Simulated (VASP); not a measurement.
# Ti2Co (Fd-3m) in VASP: notebook

Ti2Co is run at these levels: LDA; tasks: single point.

Everything below comes from runs of VASP 6.6.1. Logs are shortened: lines on timing, memory, paths and dates and some standing lists are left out, and cuts for length are marked.

## (1) The cell of the first run

It takes space group Fd-3m (No. 227, cubic). The conventional cell has a = 6.864 Å, b = 6.864 Å, c = 6.864 Å, α = 90.00°, β = 90.00°, γ = 90.00°. Within 3.2 Å of Ti (site symmetry -3m) lie 6 Ti at 2.43 Å and 6 Co at 2.85 Å. Within 3.7 Å of Co (site symmetry -43m) lie 12 Ti at 2.85 Å and 4 Co at 2.97 Å.

## (2) Single point, LDA, collinear spin, ferromagnetic start

INCAR

```
  PREC = Accurate
  ENCUT = 520
  EDIFF = 1E-6
  ISMEAR = 0
  SIGMA = 0.1
  LREAL = False
  LASPH = True
  NELM = 150
  ALGO = Normal
  ISIF = 2
  LWAVE = False
  LCHARG = False
  ISPIN = 2
  MAGMOM = 0 0 0 0 0.48 0.48
  LORBIT = 11
  LMAXMIX = 4
  GGA = CA
  NBANDS = 46
```

KPOINTS

```
Automatic mesh
0
Gamma
  6 6 6
```

POSCAR

```
Ti2Co
1.0
    0.0000000000      3.4322311589      3.4322311589
    3.4322311589      0.0000000000      3.4322311589
    3.4322311589      3.4322311589      0.0000000000
Ti Co
4 2
Direct
    0.1250000000      0.1250000000      0.1250000000
    0.6250000000      0.1250000000      0.1250000000
    0.1250000000      0.1250000000      0.6250000000
    0.1250000000      0.6250000000      0.1250000000
    0.5000000000      0.5000000000      0.5000000000
    0.7500000000      0.7500000000      0.7500000000
```

Potentials or basis: VASP PAW LDA potentials, release 64 (Ti_sv, Co).

Run with:

```sh
> cat potpaw_LDA.64/Ti_sv/POTCAR potpaw_LDA.64/Co/POTCAR > POTCAR
> mpirun -np 1 vasp_std > vasp.out
```

OUTCAR:

```text
PREC = Accurate
   ENCUT = 520
   EDIFF = 1E-6
   ISMEAR = 0
   LREAL = False
   LASPH = True
   NELM = 150
   ISIF = 2
   ISPIN = 2
   LORBIT = 11
   GGA = CA

 ion  position               nearest neighbor table
   1  0.125  0.125  0.125-   2 2.43   3 2.43   4 2.43   3 2.43   4 2.43   2 2.43   6 2.85   5 2.85
                             6 2.85   5 2.85   6 2.85   5 2.85
   2  0.625  0.125  0.125-   1 2.43   3 2.43   4 2.43   1 2.43   3 2.43   4 2.43   5 2.85   6 2.85
                             6 2.85   5 2.85   5 2.85   6 2.85
   3  0.125  0.125  0.625-   1 2.43   1 2.43   2 2.43   4 2.43   4 2.43   2 2.43   6 2.85   5 2.85
                             6 2.85   5 2.85   6 2.85   5 2.85
   4  0.125  0.625  0.125-   1 2.43   3 2.43   1 2.43   2 2.43   3 2.43   2 2.43   6 2.85   6 2.85
                             5 2.85   5 2.85   5 2.85   6 2.85
   5  0.500  0.500  0.500-   3 2.85   4 2.85   2 2.85   3 2.85   2 2.85   3 2.85   4 2.85   2 2.85
                             4 2.85   1 2.85   1 2.85   1 2.85   6 2.97   6 2.97   6 2.97   6 2.97
   6  0.750  0.750  0.750-   2 2.85   3 2.85   4 2.85   2 2.85   3 2.85   3 2.85   4 2.85   1 2.85
                             2 2.85   1 2.85   4 2.85   1 2.85   5 2.97   5 2.97   5 2.97   5 2.97

  LATTYP: Found a face centered cubic cell.
 ALAT       =     6.8644623178

  Lattice vectors:

 A1 = (   0.0000000000,   3.4322311589,   3.4322311589)
 A2 = (   3.4322311589,   0.0000000000,   3.4322311589)
 A3 = (   3.4322311589,   3.4322311589,   0.0000000000)

Analysis of symmetry for initial positions (statically):
=====================================================================
 Subroutine PRICEL returns:
 Original cell was already a primitive cell.

 Routine SETGRP: Setting up the symmetry group for a
 face centered cubic supercell.

 Subroutine GETGRP returns: Found 48 space group operations
 (whereof 24 operations were pure point group operations)
 out of a pool of 48 trial point group operations.

The static configuration has the point symmetry T_d .
 The point group associated with its full space group is O_h .

Analysis of symmetry for dynamics (positions and initial velocities):
=====================================================================
 Subroutine PRICEL returns:
 Original cell was already a primitive cell.

 Routine SETGRP: Setting up the symmetry group for a
 face centered cubic supercell.

 Subroutine GETGRP returns: Found 48 space group operations
 (whereof 24 operations were pure point group operations)
 out of a pool of 48 trial point group operations.

The dynamic configuration has the point symmetry T_d .
 The point group associated with its full space group is O_h .

Analysis of structural, dynamic, and magnetic symmetry:
=====================================================================
 Subroutine PRICEL returns:
 Original cell was already a primitive cell.

 Routine SETGRP: Setting up the symmetry group for a
 face centered cubic supercell.

 Subroutine GETGRP returns: Found 48 space group operations
 (whereof 24 operations were pure point group operations)
 out of a pool of 48 trial point group operations.

The overall configuration has the point symmetry T_d .
 The point group associated with its full space group is O_h .

 Subroutine INISYM returns: Found 48 space group operations
 (whereof 24 operations are pure point group operations),
 and found     1 'primitive' translations

----------------------------------------------------------------------------------------

                                     Primitive cell

  volume of cell :      80.8648

  direct lattice vectors                    reciprocal lattice vectors
     0.000000000  3.432231159  3.432231159    -0.145677834  0.145677834  0.145677834
     3.432231159  0.000000000  3.432231159     0.145677834 -0.145677834  0.145677834
     3.432231159  3.432231159  0.000000000     0.145677834  0.145677834 -0.145677834

  length of vectors
     4.853907854  4.853907854  4.853907854     0.252321410  0.252321410  0.252321410

  position of ions in fractional coordinates (direct lattice)
     0.125000000  0.125000000  0.125000000
     0.625000000  0.125000000  0.125000000
     0.125000000  0.125000000  0.625000000
     0.125000000  0.625000000  0.125000000
     0.500000000  0.500000000  0.500000000
     0.750000000  0.750000000  0.750000000

  ion indices of the primitive-cell ions
   primitive index   ion index
                 1           1
                 2           2
                 3           3
                 4           4
                 5           5
                 6           6

----------------------------------------------------------------------------------------

 KPOINTS: Automatic mesh

Automatic generation of k-mesh.
 Grid dimensions read from file:
 generate k-points for:    6    6    6

 Generating k-lattice:

  Cartesian coordinates                     Fractional coordinates (reciprocal lattice)
    -0.024279639  0.024279639  0.024279639     0.166666667  0.000000000  0.000000000
     0.024279639 -0.024279639  0.024279639     0.000000000  0.166666667  0.000000000
     0.024279639  0.024279639 -0.024279639     0.000000000  0.000000000  0.166666667

  Length of vectors
     0.042053568  0.042053568  0.042053568

  Shift w.r.t. Gamma in fractional coordinates (k-lattice)
     0.000000000  0.000000000  0.000000000

 Subroutine IBZKPT returns following result:
 ===========================================

 Found     16 irreducible k-points:

 Following reciprocal coordinates:
            Coordinates               Weight
  0.000000  0.000000  0.000000      1.000000
  0.166667  0.000000  0.000000      8.000000
  0.333333  0.000000  0.000000      8.000000
  0.500000  0.000000  0.000000      4.000000
  0.166667  0.166667  0.000000      6.000000
  0.333333  0.166667  0.000000     24.000000
[... 8 lines left out ...]
 -0.333333  0.333333  0.166667     24.000000
 -0.333333  0.500000  0.166667     12.000000
   k-points           NKPTS =     16   k-points in BZ     NKDIM =     16   number of bands    NBANDS=     46
   number of dos      NEDOS =    301   number of ions     NIONS =      6
   total plane-waves  NPLWV =  46656
   dimension x,y,z NGX =    36 NGY =   36 NGZ =   36
   dimension x,y,z NGXF=    72 NGYF=   72 NGZF=   72
   ions per type =               4   2
   NGX,Y,Z   is equivalent  to a cutoff of  12.33, 12.33, 12.33 a.u.
   NGXF,Y,Z  is equivalent  to a cutoff of  24.66, 24.66, 24.66 a.u.
 SYSTEM =  unknown system
   PREC   = accura    normal or accurate (medium, high low for compatibility)
   ISTART =      0    job   : 0-new  1-cont  2-samecut
   ICHARG =      2    charge: 1-file 2-atom 10-const
   ISPIN  =      2    spin polarized calculation?
   LNONCOLLINEAR =      F non collinear calculations
   LSORBIT =      F    spin-orbit coupling
   LASPH  =      T    aspherical Exc in radial PAW
   ENCUT  =  520.0 eV  38.22 Ry    6.18 a.u.   9.03  9.03  9.03*2*pi/ulx,y,z
   NELM   =    150;   NELMIN=  2; NELMDL= -5     # of ELM steps
   EDIFF  = 0.1E-05   stopping-criterion for ELM
   LREAL  =      F    real-space projection
   EDIFFG = 0.1E-04   stopping-criterion for IOM
   NSW    =      0    number of steps for IOM
   IBRION =     -1    ionic relax: 0-MD 1-quasi-New 2-CG
   NFREE  =      0    steps in history (QN), initial steepest desc. (CG)
   ISIF   =      2    stress and relaxation
   ISYM   =      2    0-nonsym 1-usesym 2-fastsym
   POTIM  = 0.5000    time-step for ionic-motion
   TEBEG  =    0.0;   TEEND  =   0.0 temperature during run
   PSTRESS=    0.0 pullay stress
   NELECT =      66.0000    total number of electrons
   NUPDOWN=      -1.0000    fix difference up-down
   EMIN   =  10.00;   EMAX   =-10.00  energy-range for DOS
   EFERMI =   0.00;   METHOD = LEGACY
   ISMEAR =     0;   SIGMA  =   0.10  broadening in eV -4-tet -1-fermi 0-gaus
   EFERMI_NEDOS =   21; number of points for ismear=-14 and -15
   IALGO  =     38    algorithm
   IMIX   =      4    mixing-type and parameters
     AMIX     =   0.40;   BMIX     =  1.00
     AMIX_MAG =   1.60;   BMIX_MAG =  1.00
  volume/ion in A,a.u.               =      13.48        90.95
  Fermi-wavevector in a.u.,A,eV,Ry     =   1.529923  2.891136 31.846678  2.340665
  Thomas-Fermi vector in A             =   2.637477
   LORBIT       =     11    0 simple, 1 ext, 2 COOP (PROOUT), +10 PAW based schemes
   GGA     = CA    functional components
   LHFCALC =     F    Hartree Fock is set to
   AEXX    =    0.0000 exact exchange contribution
   IVDW    =     0    specifies the selected vdW correction
   LEPSILON=     F    determine dielectric tensor
   LRPA    =     F    only Hartree local field effects (RPA)
 spin polarized calculation
 Gauss-broadening in eV      SIGMA  =   0.10
  energy-cutoff  :      520.00
  volume of cell :       80.86
 maximum number of plane-waves:      2200
   NGX = 17   NGY = 17   NGZ = 17

 number of electron      65.9999979 magnetization       1.2094051

 Free energy of the ion-electron system (eV)
  ---------------------------------------------------
  ext. energy  EPLUGINS =         0.00000000
  ---------------------------------------------------
  free energy    TOTEN  =       -48.15393338 eV

  energy without entropy =      -48.09730279  energy(sigma->0) =      -48.12561809

 E-fermi :   9.1783     XC(G=0): -12.8385

 val. band max:        9.1643942765   @ k =   0.5000   0.1667   0.0000
 cond. band min:       9.1799942914   @ k =   0.3333   0.0000   0.0000
 fundamental gap:      0.0156000148
 Fermi energy:         9.1783287328

 spin component 1

 k-point     1 :       0.0000    0.0000    0.0000
  band No.  band energies     occupation
      1     -46.4699      1.00000
      2     -45.8638      1.00000
      3     -45.8638      1.00000
      4     -45.8638      1.00000
      5     -24.6757      1.00000
      6     -23.4270      1.00000
[... 37 lines left out ...]
     44      13.3922      0.00000
     45      13.3939      0.00000

 k-point     2 :       0.1667    0.0000    0.0000
  band No.  band energies     occupation
      1     -46.4416      1.00000
      2     -45.8957      1.00000
      3     -45.8640      1.00000
      4     -45.8640      1.00000
      5     -24.5693      1.00000
      6     -23.3991      1.00000
[... 664 lines left out ...]
 k-point    16 :      -0.3333    0.5000    0.1667
  band No.  band energies     occupation
      1     -46.1755      1.00000
      2     -46.1755      1.00000
      3     -45.8656      1.00000
      4     -45.8656      1.00000
      5     -23.6716      1.00000
      6     -23.6716      1.00000
[... 37 lines left out ...]
     44      11.8684      0.00000
     45      13.0022      0.00000
 Fermi energy:         9.1783287328

 spin component 2

 k-point     1 :       0.0000    0.0000    0.0000
  band No.  band energies     occupation
      1     -46.4252      1.00000
      2     -45.8199      1.00000
      3     -45.8199      1.00000
      4     -45.8199      1.00000
      5     -24.6115      1.00000
      6     -23.3850      1.00000
[... 37 lines left out ...]
     44      13.4284      0.00000
     45      13.4284      0.00000

 k-point     2 :       0.1667    0.0000    0.0000
  band No.  band energies     occupation
      1     -46.3969      1.00000
      2     -45.8518      1.00000
      3     -45.8202      1.00000
      4     -45.8202      1.00000
      5     -24.5053      1.00000
      6     -23.3566      1.00000
[... 664 lines left out ...]
 k-point    16 :      -0.3333    0.5000    0.1667
  band No.  band energies     occupation
      1     -46.1312      1.00000
      2     -46.1312      1.00000
      3     -45.8218      1.00000
      4     -45.8218      1.00000
      5     -23.6124      1.00000
      6     -23.6124      1.00000
[... 37 lines left out ...]
     44      11.9599      0.00000
     45      13.0610      0.00000
 [bands above 45 left out]

------------------------ aborting loop because EDIFF is reached ----------------------------------------

  FORCE on cell =-STRESS in cart. coord.  units (eV):
  Direction    XX          YY          ZZ          XY          YZ          ZX
  --------------------------------------------------------------------------------------
  -------------------------------------------------------------------------------------
  Total        0.2708578      0.2708578      0.2708578     -0.0000000      0.0000000      0.0000000
  in kB        5.3665145      5.3665145      5.3665145     -0.0000000      0.0000000      0.0000000
  external PRESSURE =       5.3665145 kB  Pullay stress =       0.0000000 kB

 VOLUME and BASIS-vectors are now :
 -----------------------------------------------------------------------------
  energy-cutoff  :      520.00
  volume of cell :       80.86
      direct lattice vectors                 reciprocal lattice vectors
     0.000000000  3.432231159  3.432231159    -0.145677834  0.145677834  0.145677834
     3.432231159  0.000000000  3.432231159     0.145677834 -0.145677834  0.145677834
     3.432231159  3.432231159  0.000000000     0.145677834  0.145677834 -0.145677834

 POSITION                                       TOTAL-FORCE (eV/Angst)
 -----------------------------------------------------------------------------------
      0.85806      0.85806      0.85806        -0.000000     -0.000000      0.000000
      0.85806      2.57417      2.57417        -0.000000     -0.000000      0.000000
      2.57417      2.57417      0.85806        -0.000000     -0.000000      0.000000
      2.57417      0.85806      2.57417        -0.000000     -0.000000     -0.000000
      3.43223      3.43223      3.43223         0.000000     -0.000000      0.000000
      5.14835      5.14835      5.14835        -0.000000      0.000000     -0.000000
 -----------------------------------------------------------------------------------
    total drift:                                0.000000      0.000000      0.000000

  FREE ENERGIE OF THE ION-ELECTRON SYSTEM (eV)
  ---------------------------------------------------
  free  energy   TOTEN  =       -48.1539333770 eV

  energy  without entropy=      -48.0973027933  energy(sigma->0) =      -48.12561809

 total charge

# of ion       s       p       d       tot
------------------------------------------
    1        2.294   6.137   2.269  10.700
    2        2.294   6.137   2.269  10.700
    3        2.294   6.137   2.269  10.700
    4        2.294   6.137   2.269  10.700
    5        0.436   0.412   7.212   8.060
    6        0.436   0.412   7.212   8.060
--------------------------------------------------
tot         10.050  25.372  23.499  58.921

 magnetization (x)

# of ion       s       p       d       tot
------------------------------------------
    1        0.000  -0.003   0.055   0.053
    2        0.000  -0.003   0.055   0.053
    3        0.000  -0.003   0.055   0.053
    4        0.000  -0.003   0.055   0.053
    5        0.003  -0.001   0.512   0.514
    6        0.003  -0.001   0.512   0.514
--------------------------------------------------
tot          0.007  -0.014   1.246   1.239
```

It took 5.8 min on 1 thread of Intel Xeon 8259CL, shared host; peak memory 0.24 GiB.

What came out:

```yaml
Free_energy: -48.1539 eV
Pressure: 0.5 GPa
Net_moment: 1.21 μB per cell
Site_moments: Ti +0.05; Co +0.51 μB
Valence_electrons_inside_the_program's_atomic_spheres: Ti 10.70; Co 8.06
```

## (3) Single point, LDA, collinear spin, ferromagnetic start (13.77 Å³/atom)

This run uses another cell than the first one, of 13.77 Å³/atom.

INCAR

```
ALGO = Normal ; EDIFF = 1E-6
ENCUT = 520 ; ISIF = 2
ISMEAR = 0 ; ISPIN = 2
LASPH = T ; LCHARG = T
LELF = T ; LMAXMIX = 4
LORBIT = 11 ; LREAL = F
LVHAR = T ; LWAVE = F
MAGMOM = 0 0 0 0 0.58 0.58 ; NBANDS = 46
NELM = 150 ; PREC = Accurate
SIGMA = 0.2
```

KPOINTS

```
k-points
0
Gamma
  10 10 10
```

POSCAR, as its differences from that of step 2:

```diff
@@ -2,5 +2,5 @@
 1.0
-    0.0000000000      3.4322311589      3.4322311589
-    3.4322311589      0.0000000000      3.4322311589
-    3.4322311589      3.4322311589      0.0000000000
+    0.0000000000      3.4569986538      3.4569986538
+    3.4569986538      0.0000000000      3.4569986538
+    3.4569986538      3.4569986538      0.0000000000
 Ti Co
```

Potentials or basis: VASP PAW LDA potentials, release 64 (Ti_sv, Co).

Run with:

```sh
> cat potpaw_LDA.64/Ti_sv/POTCAR potpaw_LDA.64/Co/POTCAR > POTCAR
> mpirun -np 1 vasp_std > vasp.out
```

Run time: 11 min. Hardware: 1 thread of Intel Xeon 8259CL, shared host; peak memory 0.37 GiB.

The run converged. Its results:

* Free energy: -48.2217 eV
* Pressure: -2.6 GPa
* Net moment: 0.86 μB per cell
* Site moments: Ti +0.01; Co +0.43 μB
* Valence electrons inside the program's atomic spheres: Ti 10.66; Co 8.03

Levels at points of the mesh, in eV from the Fermi level:
Spin up:
```tsv
k point	band 30	band 31	band 32	band 33	band 34	band 35	band 36	band 37	band 38	band 39
(0.00, 0.00, 0.00)	-1.05	-1.05	-0.08	-0.08	-0.08	-0.03	-0.03	3.65	3.65	3.65
(0.50, 0.00, 0.00)	-0.59	-0.48	-0.48	-0.09	-0.09	0.89	0.89	0.90	1.46	1.59
(0.50, 0.50, 0.00)	-0.60	-0.50	-0.50	0.25	0.25	0.52	0.52	1.45	1.45	1.59
```
Spin down:
```tsv
k point	band 29	band 30	band 31	band 32	band 33	band 34	band 35	band 36	band 37	band 38
(0.00, 0.00, 0.00)	-0.81	-0.81	-0.81	0.14	0.14	0.14	0.15	0.15	3.64	3.64
(0.50, 0.00, 0.00)	-0.46	-0.39	-0.39	-0.21	-0.06	-0.06	0.93	1.08	1.08	1.57
(0.50, 0.50, 0.00)	-0.60	-0.60	-0.17	-0.17	0.32	0.32	0.74	0.74	1.48	1.48
```

## (4) Single point, LDA, collinear spin, ferromagnetic start (13.23 Å³/atom)

This run uses another cell than the first one, of 13.23 Å³/atom.

INCAR

```
ALGO = Normal
EDIFF = 1E-7
ENCUT = 520
ISIF = 2
ISMEAR = 0
ISPIN = 2
LASPH = T
LCHARG = T
LELF = T
LMAXMIX = 4
LORBIT = 11
LREAL = F
LVHAR = T
LWAVE = F
MAGMOM = 0 0 0 0 0.58 0.58
NBANDS = 46
NELM = 150
PREC = Accurate
SIGMA = 0.2
```

KPOINTS is that of step 3.

POSCAR, as its differences from that of step 3:

```diff
@@ -2,5 +2,5 @@
 1.0
-    0.0000000000      3.4569986538      3.4569986538
-    3.4569986538      0.0000000000      3.4569986538
-    3.4569986538      3.4569986538      0.0000000000
+    0.0000000000      3.4112052002      3.4112052002
+    3.4112052002      0.0000000000      3.4112052002
+    3.4112052002      3.4112052002      0.0000000000
 Ti Co
```

Run with:

```sh
> cat potpaw_LDA.64/Ti_sv/POTCAR potpaw_LDA.64/Co/POTCAR > POTCAR
> mpirun -np 1 vasp_std > vasp.out
```

It took 27 min on 1 thread of Intel Xeon 8259CL, shared host; peak memory 0.37 GiB.

The run converged. Its results:

```yaml
Free_energy: -48.2194 eV
Pressure: 2.8 GPa
Net_moment: 0.09 μB per cell
Site_moments: Ti +0.00; Co +0.04 μB
Valence_electrons_inside_the_program's_atomic_spheres: Ti 10.73; Co 8.09
```

Levels at points of the mesh, in eV from the Fermi level:
Spin up:
```tsv
k point	band 30	band 31	band 32	band 33	band 34	band 35	band 36	band 37
(0.00, 0.00, 0.00)	-0.98	-0.98	0.05	0.05	0.05	0.06	0.06	3.80
(0.50, 0.00, 0.00)	-0.47	-0.47	-0.38	-0.07	-0.07	1.04	1.05	1.05
(0.50, 0.50, 0.00)	-0.54	-0.33	-0.33	0.33	0.33	0.68	0.68	1.53
```
Spin down:
| k point | band 31 | band 32 | band 33 | band 34 | band 35 | band 36 |
| --- | --- | --- | --- | --- | --- | --- |
| (0.00, 0.00, 0.00) | -0.95 | 0.07 | 0.07 | 0.07 | 0.08 | 0.08 |
| (0.50, 0.00, 0.00) | -0.46 | -0.34 | -0.07 | -0.07 | 1.04 | 1.07 |
| (0.50, 0.50, 0.00) | -0.30 | -0.30 | 0.34 | 0.34 | 0.70 | 0.70 |

Caveat: the moments typed at the start vanished in this run.

## (5) The runs side by side

| cell | k mesh | smearing | gap on the mesh (eV) | pressure (GPa) | moment (μB) |
| --- | --- | --- | --- | --- | --- |
| a = 4.854 Å, angles 60.0°, 6 atoms | 6 × 6 × 6 | gaussian 0.1 eV | none | 0.5 | 1.21 |
| a = 4.889 Å, angles 60.0°, 6 atoms | 10 × 10 × 10 | gaussian 0.2 eV | none | -2.6 | 0.86 |
| a = 4.824 Å, angles 60.0°, 6 atoms | 10 × 10 × 10 | gaussian 0.2 eV | none | 2.8 | 0.09 |

Alike in all rows: task single point; level LDA; potentials or basis VASP PAW LDA potentials, release 64 (Ti_sv, Co); spin collinear, ferromagnetic start; cutoff (eV) 520.

Caveats: the moments typed at the start vanished in this run (at least some runs).

Absolute energies hang on the potentials; compare differences alone.
